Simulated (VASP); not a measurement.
A run of VASP 6.6.1 is set up as follows.

INCAR

```
  ALGO = Normal
  EDIFF = 1E-6
  EDIFFG = -0.01
  ENCUT = 600
  GGA = PS
  IBRION = 2
  ISIF = 3
  ISMEAR = -1
  IVDW = 12
  LASPH = T
  LCHARG = F
  LREAL = F
  LWAVE = F
  NELM = 60
  NSW = 60
  PREC = Accurate
  SIGMA = 0.05
```

KPOINTS

```
k-points
0
Gamma
  12 12 12
```

Contents of POSCAR:

```
Ge
1.0
   -1.6084200000      1.6084200000      1.8731800000
    1.6084200000     -1.6084200000      1.8731800000
    1.6084200000      1.6084200000     -1.8731800000
Ge
1
Direct
    0.5000000000      0.5000000000      0.0000000000
```

Potentials or basis: VASP PAW PBE potentials, release 64 (Ge_d).

Command:

```console
$ cat potpaw_PBE.64/Ge_d/POTCAR > POTCAR
$ mpirun -np 1 vasp_std > vasp.out
```

(1) What does it give for the space group after relaxing (to 0.05 Å)?

(2) Estimate the relaxed volume.

Results:

(1) Im-3m (No. 229).

(2) 17.39 Å³/atom.

Caveat: the PAW data sets were made with another functional, which shifts forces and pressure a little; pairwise dispersion overbinds metals, which lowers pressure and volume.
